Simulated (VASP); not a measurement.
# GaSb (km) (F-43m) in VASP: single point with PBEsol

Aim: the single point of GaSb (km) with PBEsol.

Everything below comes from runs of VASP 6.6.1. Logs are shortened: lines on timing, memory, paths and dates and some standing lists are left out, and cuts for length are marked.

**1. The cell of the first run**

Symmetry: F-43m, No. 216, cubic system. The conventional cell has a = 6.112 Å, b = 6.112 Å, c = 6.112 Å, α = 90.00°, β = 90.00°, γ = 90.00°. Within 3.5 Å of Ga (site symmetry -43m) lie 4 Sb at 2.65 Å. Sb (site symmetry -43m) has 4 Ga at 2.65 Å within 3.5 Å.

**2. Single point, PBEsol**

Contents of INCAR:

```
SYSTEM = GaSb
PREC = Accurate ; ENCUT = 500
EDIFF = 1E-6 ; ISMEAR = 0
SIGMA = 0.1 ; LREAL = .FALSE.
LASPH = .TRUE. ; NELM = 120
ALGO = Normal ; ISIF = 2
LWAVE = .FALSE. ; LCHARG = .FALSE.
GGA = PS ; NBANDS = 16
GGA_COMPAT = .FALSE.
```

Contents of KPOINTS:

```
regular mesh
0
G
  4 4 4
  0 0 0
```

Contents of POSCAR:

```
GaSb
1.0
    0.0000000000      3.0559490768      3.0559490768
    3.0559490768      0.0000000000      3.0559490768
    3.0559490768      3.0559490768      0.0000000000
Ga Sb
1 1
Direct
    0.0000000000      0.0000000000      0.0000000000
    0.2500000000      0.2500000000      0.2500000000
```

Potentials or basis: VASP PAW PBE potentials, release 64 (Ga_d, Sb).

Launch:

```sh
$ cat potpaw_PBE.64/Ga_d/POTCAR potpaw_PBE.64/Sb/POTCAR > POTCAR
$ mpirun -np 1 vasp_std > vasp.out
```

OUTCAR:

```text
SYSTEM = GaSb
   PREC = Accurate
   ENCUT = 500
   EDIFF = 1E-6
   ISMEAR = 0
   LREAL = .FALSE.
   LASPH = .TRUE.
   NELM = 120
   ISIF = 2
   GGA = PS

 ion  position               nearest neighbor table
   1  0.000  0.000  0.000-   2 2.65   2 2.65   2 2.65   2 2.65
   2  0.250  0.250  0.250-   1 2.65   1 2.65   1 2.65   1 2.65

  LATTYP: Found a face centered cubic cell.
 ALAT       =     6.1118981536

  Lattice vectors:

 A1 = (   0.0000000000,   3.0559490768,   3.0559490768)
 A2 = (   3.0559490768,   0.0000000000,   3.0559490768)
 A3 = (   3.0559490768,   3.0559490768,   0.0000000000)

Analysis of symmetry for initial positions (statically):
=====================================================================
 Subroutine PRICEL returns:
 Original cell was already a primitive cell.

 Routine SETGRP: Setting up the symmetry group for a
 face centered cubic supercell.

 Subroutine GETGRP returns: Found 24 space group operations
 (whereof 24 operations were pure point group operations)
 out of a pool of 48 trial point group operations.

The static configuration has the point symmetry T_d .

Analysis of symmetry for dynamics (positions and initial velocities):
=====================================================================
 Subroutine PRICEL returns:
 Original cell was already a primitive cell.

 Routine SETGRP: Setting up the symmetry group for a
 face centered cubic supercell.

 Subroutine GETGRP returns: Found 24 space group operations
 (whereof 24 operations were pure point group operations)
 out of a pool of 48 trial point group operations.

The dynamic configuration has the point symmetry T_d .

 Subroutine INISYM returns: Found 24 space group operations
 (whereof 24 operations are pure point group operations),
 and found     1 'primitive' translations

----------------------------------------------------------------------------------------

                                     Primitive cell

  volume of cell :      57.0779

  direct lattice vectors                    reciprocal lattice vectors
     0.000000000  3.055949077  3.055949077    -0.163615292  0.163615292  0.163615292
     3.055949077  0.000000000  3.055949077     0.163615292 -0.163615292  0.163615292
     3.055949077  3.055949077  0.000000000     0.163615292  0.163615292 -0.163615292

  length of vectors
     4.321764630  4.321764630  4.321764630     0.283389998  0.283389998  0.283389998

  position of ions in fractional coordinates (direct lattice)
     0.000000000  0.000000000  0.000000000
     0.250000000  0.250000000  0.250000000

  ion indices of the primitive-cell ions
   primitive index   ion index
                 1           1
                 2           2

----------------------------------------------------------------------------------------

 KPOINTS: regular mesh

Automatic generation of k-mesh.
 Grid dimensions read from file:
 generate k-points for:    4    4    4

 Generating k-lattice:

  Cartesian coordinates                     Fractional coordinates (reciprocal lattice)
    -0.040903823  0.040903823  0.040903823     0.250000000  0.000000000  0.000000000
     0.040903823 -0.040903823  0.040903823     0.000000000  0.250000000  0.000000000
     0.040903823  0.040903823 -0.040903823     0.000000000  0.000000000  0.250000000

  Length of vectors
     0.070847500  0.070847500  0.070847500

  Shift w.r.t. Gamma in fractional coordinates (k-lattice)
     0.000000000  0.000000000  0.000000000

 Subroutine IBZKPT returns following result:
 ===========================================

 Found      8 irreducible k-points:

 Following reciprocal coordinates:
            Coordinates               Weight
  0.000000  0.000000  0.000000      1.000000
  0.250000  0.000000  0.000000      8.000000
  0.500000  0.000000  0.000000      4.000000
  0.250000  0.250000  0.000000      6.000000
  0.500000  0.250000  0.000000     24.000000
 -0.250000  0.250000  0.000000     12.000000
  0.500000  0.500000  0.000000      3.000000
 -0.250000  0.500000  0.250000      6.000000
   k-points           NKPTS =      8   k-points in BZ     NKDIM =      8   number of bands    NBANDS=     16
   number of dos      NEDOS =    301   number of ions     NIONS =      2
   total plane-waves  NPLWV =  32768
   dimension x,y,z NGX =    32 NGY =   32 NGZ =   32
   dimension x,y,z NGXF=    64 NGYF=   64 NGZF=   64
   ions per type =               1   1
   NGX,Y,Z   is equivalent  to a cutoff of  12.31, 12.31, 12.31 a.u.
   NGXF,Y,Z  is equivalent  to a cutoff of  24.62, 24.62, 24.62 a.u.
 SYSTEM =  GaSb
   PREC   = accura    normal or accurate (medium, high low for compatibility)
   ISTART =      0    job   : 0-new  1-cont  2-samecut
   ICHARG =      2    charge: 1-file 2-atom 10-const
   ISPIN  =      1    spin polarized calculation?
   LNONCOLLINEAR =      F non collinear calculations
   LSORBIT =      F    spin-orbit coupling
   LASPH  =      T    aspherical Exc in radial PAW
   ENCUT  =  500.0 eV  36.75 Ry    6.06 a.u.   7.88  7.88  7.88*2*pi/ulx,y,z
   NELM   =    120;   NELMIN=  2; NELMDL= -5     # of ELM steps
   EDIFF  = 0.1E-05   stopping-criterion for ELM
   LREAL  =      F    real-space projection
   EDIFFG = 0.1E-04   stopping-criterion for IOM
   NSW    =      0    number of steps for IOM
   IBRION =     -1    ionic relax: 0-MD 1-quasi-New 2-CG
   NFREE  =      0    steps in history (QN), initial steepest desc. (CG)
   ISIF   =      2    stress and relaxation
   ISYM   =      2    0-nonsym 1-usesym 2-fastsym
   POTIM  = 0.5000    time-step for ionic-motion
   TEBEG  =    0.0;   TEEND  =   0.0 temperature during run
   PSTRESS=    0.0 pullay stress
   NELECT =      18.0000    total number of electrons
   NUPDOWN=      -1.0000    fix difference up-down
   EMIN   =  10.00;   EMAX   =-10.00  energy-range for DOS
   EFERMI =   0.00;   METHOD = LEGACY
   ISMEAR =     0;   SIGMA  =   0.10  broadening in eV -4-tet -1-fermi 0-gaus
   EFERMI_NEDOS =   21; number of points for ismear=-14 and -15
   IALGO  =     38    algorithm
   IMIX   =      4    mixing-type and parameters
     AMIX     =   0.40;   BMIX     =  1.00
     AMIX_MAG =   1.60;   BMIX_MAG =  1.00
  volume/ion in A,a.u.               =      28.54       192.59
  Fermi-wavevector in a.u.,A,eV,Ry     =   1.114319  2.105758 16.894449  1.241707
  Thomas-Fermi vector in A             =   2.250913
   LORBIT       =      0    0 simple, 1 ext, 2 COOP (PROOUT), +10 PAW based schemes
   GGA     = PS    functional components
   LHFCALC =     F    Hartree Fock is set to
   AEXX    =    0.0000 exact exchange contribution
   IVDW    =     0    specifies the selected vdW correction
   LEPSILON=     F    determine dielectric tensor
   LRPA    =     F    only Hartree local field effects (RPA)
 non-spin polarized calculation
 Gauss-broadening in eV      SIGMA  =   0.10
  energy-cutoff  :      500.00
  volume of cell :       57.08
 maximum number of plane-waves:      1459
   NGX = 15   NGY = 15   NGZ = 15

 number of electron      17.9999985 magnetization

 Free energy of the ion-electron system (eV)
  ---------------------------------------------------
  ext. energy  EPLUGINS =         0.00000000
  ---------------------------------------------------
  free energy    TOTEN  =        -7.95198690 eV

  energy without entropy =       -7.94917932  energy(sigma->0) =       -7.95058311

 E-fermi :   4.8530     XC(G=0):  -9.2540

 val. band max:        4.8099118715   @ k =   0.0000   0.0000   0.0000
 cond. band min:       5.1439683218   @ k =   0.5000   0.0000   0.0000
 fundamental gap:      0.3340564503
 Fermi energy:         4.8529958809

 k-point     1 :       0.0000    0.0000    0.0000
  band No.  band energies     occupation
      1     -10.2271      2.00000
      2     -10.2271      2.00000
      3     -10.2271      2.00000
      4     -10.1772      2.00000
      5     -10.1772      2.00000
      6      -6.7233      2.00000
[... 8 lines left out ...]
     15      13.3890      0.00000
     16      13.3890      0.00000

 k-point     2 :       0.2500    0.0000    0.0000
  band No.  band energies     occupation
      1     -10.2414      2.00000
      2     -10.2211      2.00000
      3     -10.2211      2.00000
      4     -10.1776      2.00000
      5     -10.1776      2.00000
      6      -6.1025      2.00000
[... 8 lines left out ...]
     15      12.3296      0.00000
     16      12.3296      0.00000

 k-point     3 :       0.5000    0.0000    0.0000
  band No.  band energies     occupation
      1     -10.2554      2.00000
      2     -10.2162      2.00000
      3     -10.2162      2.00000
      4     -10.1768      2.00000
      5     -10.1768      2.00000
      6      -5.0794      2.00000
[... 8 lines left out ...]
     15      14.6522      0.00000
     16      14.6522      0.00000

 k-point     4 :       0.2500    0.2500    0.0000
  band No.  band energies     occupation
      1     -10.2515      2.00000
      2     -10.2147      2.00000
      3     -10.2147      2.00000
      4     -10.1827      2.00000
      5     -10.1750      2.00000
      6      -5.8815      2.00000
[... 8 lines left out ...]
     15      13.7683      0.00000
     16      14.1938      0.00000

 k-point     5 :       0.5000    0.2500    0.0000
  band No.  band energies     occupation
      1     -10.2626      2.00000
      2     -10.2106      2.00000
      3     -10.2086      2.00000
      4     -10.1831      2.00000
      5     -10.1754      2.00000
      6      -4.7756      2.00000
[... 8 lines left out ...]
     15      14.8386      0.00000
     16      15.1519      0.00000

 k-point     6 :      -0.2500    0.2500    0.0000
  band No.  band energies     occupation
      1     -10.2554      2.00000
      2     -10.2141      2.00000
      3     -10.2140      2.00000
      4     -10.1789      2.00000
      5     -10.1781      2.00000
      6      -5.2035      2.00000
[... 8 lines left out ...]
     15      13.3136      0.00000
     16      15.3179      0.00000

 k-point     7 :       0.5000    0.5000    0.0000
  band No.  band energies     occupation
      1     -10.2729      2.00000
      2     -10.2019      2.00000
      3     -10.2019      2.00000
      4     -10.1895      2.00000
      5     -10.1729      2.00000
      6      -4.2387      2.00000
[... 8 lines left out ...]
     15      15.5519      0.00000
     16      16.0776      0.00000

 k-point     8 :      -0.2500    0.5000    0.2500
  band No.  band energies     occupation
      1     -10.2661      2.00000
      2     -10.2101      2.00000
      3     -10.2038      2.00000
      4     -10.1834      2.00000
      5     -10.1768      2.00000
      6      -4.1920      2.00000
[... 8 lines left out ...]
     15      14.8135      0.00000
     16      16.1759      0.00000

------------------------ aborting loop because EDIFF is reached ----------------------------------------

  FORCE on cell =-STRESS in cart. coord.  units (eV):
  Direction    XX          YY          ZZ          XY          YZ          ZX
  --------------------------------------------------------------------------------------
  -------------------------------------------------------------------------------------
  Total        0.2465804      0.2465804      0.2465804     -0.0000000      0.0000000      0.0000000
  in kB        6.9215096      6.9215096      6.9215096     -0.0000000      0.0000000      0.0000000
  external PRESSURE =       6.9215096 kB  Pullay stress =       0.0000000 kB

 VOLUME and BASIS-vectors are now :
 -----------------------------------------------------------------------------
  energy-cutoff  :      500.00
  volume of cell :       57.08
      direct lattice vectors                 reciprocal lattice vectors
     0.000000000  3.055949077  3.055949077    -0.163615292  0.163615292  0.163615292
     3.055949077  0.000000000  3.055949077     0.163615292 -0.163615292  0.163615292
     3.055949077  3.055949077  0.000000000     0.163615292  0.163615292 -0.163615292

 POSITION                                       TOTAL-FORCE (eV/Angst)
 -----------------------------------------------------------------------------------
      0.00000      0.00000      0.00000        -0.000000     -0.000000     -0.000000
      1.52797      1.52797      1.52797         0.000000      0.000000      0.000000
 -----------------------------------------------------------------------------------
    total drift:                                0.000000      0.000000      0.000000

  FREE ENERGIE OF THE ION-ELECTRON SYSTEM (eV)
  ---------------------------------------------------
  free  energy   TOTEN  =        -7.9519868997 eV

  energy  without entropy=       -7.9491793205  energy(sigma->0) =       -7.95058311
```

Wall time 7 s (1 thread of AMD EPYC 7R13, shared host); peak memory 0.17 GiB.

Results:

- Free energy: -7.9520 eV
- Pressure: 0.7 GPa

Caveat: the k points lie up to 0.45 Å⁻¹ apart; the PAW data sets were made with another functional, which shifts forces and pressure a little; spin-orbit coupling is left out, which moves the levels of the heavy elements.
